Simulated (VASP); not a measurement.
# B16HN16 (a cell with a defect) in VASP: further runs

The runs below take B16HN16 (a cell with a defect) through relaxation of the atoms, with PBE+D3(BJ).

Everything below comes from runs of VASP 6.6.1. Logs are shortened: lines on timing, memory, paths and dates and some standing lists are left out, and cuts for length are marked.

**1. The cell of the first run**

The cell holds a defect, 33 atoms: a = 6.660 Å, b = 6.660 Å, c = 6.660 Å, α = 97.63°, β = 97.63°, γ = 97.63°.

**2. Relaxation of the atoms, PBE+D3(BJ) (with an interstitial atom)**

INCAR reads:

```
PREC = Accurate ; ENCUT = 520
EDIFF = 1E-6 ; ISMEAR = 0
SIGMA = 0.01 ; LREAL = Auto
LASPH = True ; NELM = 80
ALGO = Normal ; ISIF = 2
LWAVE = False ; LCHARG = False
GGA = PE ; IVDW = 12
IBRION = 2 ; NSW = 65
EDIFFG = -0.025 ; NELECT = 128.0
KPAR = 2
```

KPOINTS reads:

```
Automatic mesh
0
Gamma
  2 2 2
  0.5 0.5 0.5
```

POSCAR reads:

```
B16HN16
1.0
   -5.0122276274      2.8938109699      3.2948837584
    0.0000000000     -5.7876219398      3.2948837584
    5.0122276274      2.8938109699      3.2948837584
B N H
16 16 1
Direct
    0.2500478118      0.7423881324      0.9983419792
    0.4998208351      0.4926138142      0.9983415191
    0.7536989368      0.2464312648      1.0031324085
    0.9990650153      0.7423813405      0.2493091483
    1.0038654884      0.9962667778      1.0031333966
    0.2659674648      0.5051348741      0.2635206711
    0.4998122780      0.2416293780      0.2493067548
    0.7647122199      0.7572774730      0.5124298595
    0.7550710826      0.9976376717      0.2542622094
    0.9990602717      0.4926028430      0.4990789923
    0.2500346202      0.2416254595      0.4990774114
    0.5050026042      0.7506998023      0.7590565658
    0.5101421493      1.0038328527      0.5094097314
    0.7605717261      0.4994528840      0.7547393069
    1.0038644438      0.2464313191      0.7529659015
    0.2549955035      0.9976406438      0.7543431137
    0.5884025322      0.0801978242      0.3375958630
    0.8376329410      0.8309710641      0.3375975665
    0.0754093994      0.5719290363      0.3286312018
    0.3383269945      0.0801975663      0.5876715953
    0.3292540556      0.3147229682      0.3305234779
    0.5998030112      0.8428598888      0.6005207311
    0.8343755498      0.5786549423      0.5828650513
    0.0869044114      0.0793599452      0.8360608396
    0.0841997768      0.3267663506      0.5832784943
    0.3383329386      0.8309756497      0.8369063583
    0.5907625204      0.5824638965      0.8392254920
    0.8367893951      0.0793562018      0.0861695681
    0.8367924533      0.3294703791      0.8360601671
    0.0842054807      0.8265832622      0.0834734699
    0.3293762790      0.5719426664      0.0746959055
    0.5840148164      0.3267705640      0.0834718259
    0.4033153105      0.6431004560      0.4017970527
```

Potentials or basis: VASP PAW PBE potentials, release 64 (B, N, H).

Run with:

```
$ cat potpaw_PBE.64/B/POTCAR potpaw_PBE.64/N/POTCAR potpaw_PBE.64/H/POTCAR > POTCAR
$ mpirun -np 4 vasp_std > vasp.out
```

OUTCAR:

```text
PREC = Accurate
   ENCUT = 520
   EDIFF = 1E-6
   ISMEAR = 0
   LREAL = Auto
   LASPH = True
   NELM = 80
   ISIF = 2
   GGA = PE
   IVDW = 12
   IBRION = 2
   NSW = 65
   EDIFFG = -0.025
   NELECT = 128.0
 IVDW          = 12

 ion  position               nearest neighbor table
   1  0.250  0.742  0.998-  31 1.44  26 1.45  30 1.45
   2  0.500  0.493  0.998-  31 1.44  27 1.45  32 1.45
   3  0.754  0.246  0.003-  32 1.45  29 1.45  28 1.45
   4  0.999  0.742  0.249-  19 1.44  18 1.45  30 1.45
   5  0.004  0.996  0.003-  30 1.45  24 1.45  28 1.45
   6  0.266  0.505  0.264-  33 1.36  31 1.48  21 1.49  19 1.50
   7  0.500  0.242  0.249-  21 1.44  17 1.45  32 1.45
   8  0.765  0.757  0.512-  18 1.44  23 1.44  22 1.46
   9  0.755  0.998  0.254-  18 1.44  17 1.44  28 1.45
  10  0.999  0.493  0.499-  19 1.44  23 1.44  25 1.45
  11  0.250  0.242  0.499-  21 1.42  20 1.45  25 1.45
  12  0.505  0.751  0.759-  26 1.42  27 1.45  22 1.46
[... 18 lines left out ...]
  31  0.329  0.572  0.075-   2 1.44   1 1.44   6 1.48
  32  0.584  0.327  0.083-   3 1.45   2 1.45   7 1.45
  33  0.403  0.643  0.402-   6 1.36

  LATTYP: Found a trigonal (rhomboedric) cell.
 ALAT       =     6.6597917910
 COS(alpha) =    -0.1328444051

  Lattice vectors:

 A1 = (  -5.0122276274,   2.8938109699,   3.2948837584)
 A2 = (   0.0000000000,  -5.7876219398,   3.2948837584)
 A3 = (   5.0122276274,   2.8938109699,   3.2948837584)

Analysis of symmetry for initial positions (statically):
=====================================================================
 Subroutine PRICEL returns:
 Original cell was already a primitive cell.

 Routine SETGRP: Setting up the symmetry group for a
 trigonal (rhombohedral) supercell.

 Subroutine GETGRP returns: Found  1 space group operations
 (whereof  1 operations were pure point group operations)
 out of a pool of 12 trial point group operations.

The static configuration has the point symmetry C_1 .

Analysis of symmetry for dynamics (positions and initial velocities):
=====================================================================
 Subroutine PRICEL returns:
 Original cell was already a primitive cell.

 Routine SETGRP: Setting up the symmetry group for a
 trigonal (rhombohedral) supercell.

 Subroutine GETGRP returns: Found  1 space group operations
 (whereof  1 operations were pure point group operations)
 out of a pool of 12 trial point group operations.

The dynamic configuration has the point symmetry C_1 .

 Subroutine INISYM returns: Found  1 space group operations
 (whereof  1 operations are pure point group operations),
 and found     1 'primitive' translations

----------------------------------------------------------------------------------------

                                     Primitive cell

  volume of cell :     286.7426

  direct lattice vectors                    reciprocal lattice vectors
    -5.012227627  2.893810970  3.294883758    -0.099756044  0.057594179  0.101166948
     0.000000000 -5.787621940  3.294883758     0.000000000 -0.115188358  0.101166948
     5.012227627  2.893810970  3.294883758     0.099756044  0.057594179  0.101166948

  length of vectors
     6.659791791  6.659791791  6.659791791     0.153307238  0.153307238  0.153307238

  position of ions in fractional coordinates (direct lattice)
     0.250047812  0.742388132  0.998341979
     0.499820835  0.492613814  0.998341519
     0.753698937  0.246431265  0.003132409
     0.999065015  0.742381341  0.249309148
     0.003865488  0.996266778  0.003133397
     0.265967465  0.505134874  0.263520671
[... 25 lines left out ...]
     0.584014816  0.326770564  0.083471826
     0.403315310  0.643100456  0.401797053

  ion indices of the primitive-cell ions
   primitive index   ion index
                 1           1
                 2           2
                 3           3
                 4           4
                 5           5
                 6           6
[... 25 lines left out ...]
                32          32
                33          33

----------------------------------------------------------------------------------------

 KPOINTS: Automatic mesh

Automatic generation of k-mesh.
 Grid dimensions read from file:
 generate k-points for:    2    2    2

 Generating k-lattice:

  Cartesian coordinates                     Fractional coordinates (reciprocal lattice)
    -0.049878022  0.028797089  0.050583474     0.500000000  0.000000000  0.000000000
     0.000000000 -0.057594179  0.050583474     0.000000000  0.500000000  0.000000000
     0.049878022  0.028797089  0.050583474     0.000000000  0.000000000  0.500000000

  Length of vectors
     0.076653619  0.076653619  0.076653619

  Shift w.r.t. Gamma in fractional coordinates (k-lattice)
     0.500000000  0.500000000  0.500000000

 Subroutine IBZKPT returns following result:
 ===========================================

 Found      4 irreducible k-points:

 Following reciprocal coordinates:
            Coordinates               Weight
  0.250000  0.250000  0.250000      2.000000
 -0.250000  0.250000  0.250000      2.000000
  0.250000 -0.250000  0.250000      2.000000
  0.250000  0.250000 -0.250000      2.000000
   k-points           NKPTS =      4   k-points in BZ     NKDIM =      4   number of bands    NBANDS=     82
   number of dos      NEDOS =    301   number of ions     NIONS =     33
   total plane-waves  NPLWV = 125000
   dimension x,y,z NGX =    50 NGY =   50 NGZ =   50
   dimension x,y,z NGXF=   100 NGYF=  100 NGZF=  100
   ions per type =              16  16   1
   NGX,Y,Z   is equivalent  to a cutoff of  12.48, 12.48, 12.48 a.u.
   NGXF,Y,Z  is equivalent  to a cutoff of  24.96, 24.96, 24.96 a.u.
 SYSTEM =  unknown system
   PREC   = accura    normal or accurate (medium, high low for compatibility)
   ISTART =      0    job   : 0-new  1-cont  2-samecut
   ICHARG =      2    charge: 1-file 2-atom 10-const
   ISPIN  =      1    spin polarized calculation?
   LNONCOLLINEAR =      F non collinear calculations
   LSORBIT =      F    spin-orbit coupling
   LASPH  =      T    aspherical Exc in radial PAW
   ENCUT  =  520.0 eV  38.22 Ry    6.18 a.u.  12.38 12.38 12.38*2*pi/ulx,y,z
   NELM   =     80;   NELMIN=  2; NELMDL= -5     # of ELM steps
   EDIFF  = 0.1E-05   stopping-criterion for ELM
   LREAL  =      T    real-space projection
   EDIFFG = -.3E-01   stopping-criterion for IOM
   NSW    =     65    number of steps for IOM
   IBRION =      2    ionic relax: 0-MD 1-quasi-New 2-CG
   NFREE  =      1    steps in history (QN), initial steepest desc. (CG)
   ISIF   =      2    stress and relaxation
   ISYM   =      2    0-nonsym 1-usesym 2-fastsym
   POTIM  = 0.5000    time-step for ionic-motion
   TEBEG  =    0.0;   TEEND  =   0.0 temperature during run
   PSTRESS=    0.0 pullay stress
   NELECT =     128.0000    total number of electrons
   NUPDOWN=      -1.0000    fix difference up-down
   EMIN   =  10.00;   EMAX   =-10.00  energy-range for DOS
   EFERMI =   0.00;   METHOD = LEGACY
   ISMEAR =     0;   SIGMA  =   0.01  broadening in eV -4-tet -1-fermi 0-gaus
   EFERMI_NEDOS =   21; number of points for ismear=-14 and -15
   IALGO  =     38    algorithm
   IMIX   =      4    mixing-type and parameters
     AMIX     =   0.40;   BMIX     =  1.00
     AMIX_MAG =   1.60;   BMIX_MAG =  1.00
  volume/ion in A,a.u.               =       8.69        58.64
  Fermi-wavevector in a.u.,A,eV,Ry     =   1.251163  2.364356 21.298697  1.565410
  Thomas-Fermi vector in A             =   2.385124
   LORBIT       =      0    0 simple, 1 ext, 2 COOP (PROOUT), +10 PAW based schemes
   GGA     = PE    functional components
   LHFCALC =     F    Hartree Fock is set to
   AEXX    =    0.0000 exact exchange contribution
   IVDW    =    12    specifies the selected vdW correction
   LEPSILON=     F    determine dielectric tensor
   LRPA    =     F    only Hartree local field effects (RPA)
 conjugate gradient relaxation of ions
 non-spin polarized calculation
 Gauss-broadening in eV      SIGMA  =   0.01
  energy-cutoff  :      520.00
  volume of cell :      286.74
 maximum number of plane-waves:      7728
 NGX is ok and might be reduce to    50
   NGX = 25   NGY = 25   NGZ = 25

--------------------------------------- Ionic step        1  -------------------------------------------

 number of electron     127.9999997 magnetization

 Free energy of the ion-electron system (eV)
  ---------------------------------------------------
  ext. energy  EPLUGINS =         0.00000000
  ---------------------------------------------------
  free energy    TOTEN  =      -285.31992066 eV

  energy without entropy =     -285.31992066  energy(sigma->0) =     -285.31992066

------------------------ aborting loop because EDIFF is reached ----------------------------------------

 Edisp (eV)   -4.67300

 E8    (eV) :    -1.3632

  FORCE on cell =-STRESS in cart. coord.  units (eV):
  Direction    XX          YY          ZZ          XY          YZ          ZX
  --------------------------------------------------------------------------------------
  -------------------------------------------------------------------------------------
  Total      -3.65966    -4.13980   -11.37985     0.27381     0.00749     0.15212
  in kB     -20.44836   -23.13119   -63.58503     1.52994     0.04184     0.84995
  external pressure =      -35.72 kB  Pullay stress =        0.00 kB
[... 190 lines left out ...]
  FREE ENERGIE OF THE ION-ELECTRON SYSTEM (eV)
  ---------------------------------------------------
  free  energy   TOTEN  =      -290.2495145158 eV

  energy  without entropy=     -290.2495145158  energy(sigma->0) =     -290.24951452

[... ionic steps 4 to 31 ...]

--------------------------------------- Ionic step       32  -------------------------------------------

 number of electron     128.0000003 magnetization

------------------------ aborting loop because EDIFF is reached ----------------------------------------

 Edisp (eV)   -4.68479

 E8    (eV) :    -1.3673
[... 131 lines left out ...]
  energy  without entropy=     -292.4118763906  energy(sigma->0) =     -292.41187639

--------------------------------------- Ionic step       34  -------------------------------------------

 number of electron     128.0000003 magnetization

 Free energy of the ion-electron system (eV)
  ---------------------------------------------------
  ext. energy  EPLUGINS =         0.00000000
  ---------------------------------------------------
  free energy    TOTEN  =      -287.72726248 eV

  energy without entropy =     -287.72726248  energy(sigma->0) =     -287.72726248

 E-fermi :   2.2846     XC(G=0): -10.1193

 val. band max:        2.2009845467   @ k =  -0.2500   0.2500   0.2500
 cond. band min:       6.7634719709   @ k =   0.2500   0.2500   0.2500
 fundamental gap:      4.5624874243
 Fermi energy:         2.2845684714

 k-point     1 :       0.2500    0.2500    0.2500
  band No.  band energies     occupation
      1     -15.7695      2.00000
      2     -14.8274      2.00000
      3     -14.2202      2.00000
      4     -14.2191      2.00000
      5     -13.9670      2.00000
      6     -13.9499      2.00000
[... 68 lines left out ...]
     75       9.7692      0.00000
     76       9.7694      0.00000

 k-point     2 :      -0.2500    0.2500    0.2500
  band No.  band energies     occupation
      1     -15.7419      2.00000
      2     -14.8822      2.00000
      3     -14.5309      2.00000
      4     -14.3677      2.00000
      5     -13.8481      2.00000
      6     -13.4093      2.00000
[... 68 lines left out ...]
     75       9.7430      0.00000
     76       9.8074      0.00000

 k-point     3 :       0.2500   -0.2500    0.2500
  band No.  band energies     occupation
      1     -15.7419      2.00000
      2     -14.8821      2.00000
      3     -14.5310      2.00000
      4     -14.3681      2.00000
      5     -13.8474      2.00000
      6     -13.4095      2.00000
[... 68 lines left out ...]
     75       9.7435      0.00000
     76       9.8073      0.00000

 k-point     4 :       0.2500    0.2500   -0.2500
  band No.  band energies     occupation
      1     -15.7419      2.00000
      2     -14.8821      2.00000
      3     -14.5310      2.00000
      4     -14.3679      2.00000
      5     -13.8477      2.00000
      6     -13.4094      2.00000
[... 68 lines left out ...]
     75       9.7434      0.00000
     76       9.8074      0.00000
 [bands above 76 left out]

------------------------ aborting loop because EDIFF is reached ----------------------------------------

 Edisp (eV)   -4.68477

 E8    (eV) :    -1.3673

  FORCE on cell =-STRESS in cart. coord.  units (eV):
  Direction    XX          YY          ZZ          XY          YZ          ZX
  --------------------------------------------------------------------------------------
  -------------------------------------------------------------------------------------
  Total      -4.02033    -4.00359    -8.46552    -0.00032     0.01171     0.00066
  in kB     -22.46363   -22.37008   -47.30116    -0.00178     0.06543     0.00368
  external pressure =      -30.71 kB  Pullay stress =        0.00 kB
[... 48 lines left out ...]
  FREE ENERGIE OF THE ION-ELECTRON SYSTEM (eV)
  ---------------------------------------------------
  free  energy   TOTEN  =      -292.4120286067 eV

  energy  without entropy=     -292.4120286067  energy(sigma->0) =     -292.41202861

 reached required accuracy - stopping structural energy minimisation
```

Wall time 13 min (4 MPI ranks of Intel Xeon Platinum 8488C (Sapphire Rapids), shared host); peak memory 0.33 GiB.

What came out:

```
Free energy                  : -292.4120 eV
Energy gained by relaxing    : 73.3 meV/atom
Ionic steps                  : 34
Largest force after relaxing : 0.022 eV/Å
Dispersion energy per atom   : -0.142 eV
```

Forces on the atoms (eV/Å):
```
B    0.003  0.003 -0.012
B    0.003 -0.002 -0.014
B    0.003 -0.003  0.000
B   -0.003 -0.001 -0.016
B    0.003  0.008  0.001
B    0.005 -0.003  0.013
B   -0.002 -0.010 -0.015
B    0.005  0.000  0.009
B   -0.010 -0.001  0.008
B   -0.004  0.005 -0.016
B    0.001 -0.002 -0.012
B   -0.007  0.000  0.004
B    0.001  0.004  0.011
B    0.010  0.009  0.010
B   -0.003 -0.003 -0.001
B    0.001 -0.011  0.013
N    0.000  0.006  0.000
N   -0.006 -0.005  0.002
N   -0.006  0.003  0.005
N    0.002  0.002  0.004
N    0.005 -0.009  0.003
N   -0.004 -0.003  0.012
N    0.011  0.005  0.002
N   -0.012  0.009  0.006
N    0.005  0.013 -0.017
N   -0.005 -0.002  0.000
N   -0.008  0.004  0.000
N    0.010  0.008  0.006
N    0.005 -0.010  0.006
N    0.001 -0.012 -0.019
N    0.005 -0.002  0.005
N   -0.009  0.005 -0.020
H    0.001 -0.005  0.019
```

The path:
```csv
step,energy change (eV),largest force (eV/Å),pressure (GPa)
1,0.0000,2.1309,-3.57
2,0.2597,4.5612,-2.88
3,-0.2566,1.6822,-3.60
4,-0.5953,1.6410,-3.88
5,-0.6087,1.7191,-3.96
6,-0.8748,2.0623,-4.26
7,-0.9421,2.6663,-4.36
8,-1.0196,2.7806,-4.36
9,-1.2390,3.2180,-4.46
10,-0.5155,8.3364,-3.27
11,-1.2744,3.3756,-4.44
12,-1.2948,3.7563,-4.31
13,-1.5335,3.5996,-4.20
14,-1.6379,3.4374,-3.92
15,-1.8403,3.0093,-3.98
16,-2.1301,1.8538,-3.98
17,-2.1342,1.7268,-3.96
18,-2.2218,1.3587,-3.86
19,-2.3383,0.7744,-3.57
20,-2.3719,0.3561,-3.45
21,-2.3743,0.2944,-3.41
22,-2.3842,0.3640,-3.35
23,-2.3928,0.5216,-3.24
24,-2.4007,0.3463,-3.23
25,-2.4066,0.2452,-3.23
26,-2.4104,0.2082,-3.20
27,-2.4134,0.1561,-3.14
28,-2.4168,0.1005,-3.12
29,-2.4177,0.1283,-3.10
30,-2.4187,0.0503,-3.09
31,-2.4187,0.0427,-3.08
32,-2.4189,0.0324,-3.08
33,-2.4190,0.0343,-3.08
34,-2.4191,0.0225,-3.07
```

Final structure:
```yaml
crystal:
  lattice:
    - [-5.01223, 2.89381, 3.29488]
    - [0.00000, -5.78762, 3.29488]
    - [5.01223, 2.89381, 3.29488]
  atoms:
    - { symbol: B, position: [0.25283, 0.74586, 0.00397] }
    - { symbol: B, position: [0.50367, 0.49529, 0.00404] }
    - { symbol: B, position: [0.75395, 0.24646, 0.00325] }
    - { symbol: B, position: [0.00480, 0.74596, 0.25215] }
    - { symbol: B, position: [0.00398, 0.99620, 0.00317] }
    - { symbol: B, position: [0.24508, 0.48736, 0.24421] }
    - { symbol: B, position: [0.50362, 0.24708, 0.25212] }
    - { symbol: B, position: [0.75764, 0.73937, 0.49617] }
    - { symbol: B, position: [0.75433, 0.99671, 0.25238] }
    - { symbol: B, position: [0.00479, 0.49528, 0.50273] }
    - { symbol: B, position: [0.25273, 0.24693, 0.50259] }
    - { symbol: B, position: [0.49697, 0.73936, 0.75693] }
    - { symbol: B, position: [0.49669, 0.99969, 0.49593] }
    - { symbol: B, position: [0.75441, 0.49562, 0.75349] }
    - { symbol: B, position: [0.00394, 0.24630, 0.75294] }
    - { symbol: B, position: [0.25292, 0.99641, 0.75333] }
    - { symbol: N, position: [0.58743, 0.08043, 0.33655] }
    - { symbol: N, position: [0.83820, 0.82991, 0.33664] }
    - { symbol: N, position: [0.08447, 0.57640, 0.33323] }
    - { symbol: N, position: [0.33704, 0.08016, 0.58638] }
    - { symbol: N, position: [0.33407, 0.32672, 0.33322] }
    - { symbol: N, position: [0.55898, 0.80127, 0.55824] }
    - { symbol: N, position: [0.83825, 0.57983, 0.58667] }
    - { symbol: N, position: [0.08581, 0.07810, 0.83492] }
    - { symbol: N, position: [0.08768, 0.33006, 0.58671] }
    - { symbol: N, position: [0.33730, 0.82979, 0.83737] }
    - { symbol: N, position: [0.58763, 0.57988, 0.83749] }
    - { symbol: N, position: [0.83591, 0.07830, 0.08521] }
    - { symbol: N, position: [0.83592, 0.32839, 0.83504] }
    - { symbol: N, position: [0.08777, 0.83000, 0.08699] }
    - { symbol: N, position: [0.33406, 0.57634, 0.08361] }
    - { symbol: N, position: [0.58780, 0.33023, 0.08711] }
    - { symbol: H, position: [0.45296, 0.69464, 0.45222] }
```

Levels at points of the mesh, in eV from the Fermi level:
```csv
k point,band 60,band 61,band 62,band 63,band 64,band 65,band 66,band 67,band 68,band 69
"(0.25, 0.25, 0.25)",-0.94,-0.94,-0.81,-0.79,-0.79,4.48,5.02,5.02,5.12,5.73
```

Caveat: the cell carries a net charge on a neutralising background, which shifts energy and pressure; the cell differs from its parent crystal (with an interstitial atom); the cell is charged against a uniform background, so pressure and absolute levels hang on convention.

(Part 1 of 2 ends here.)
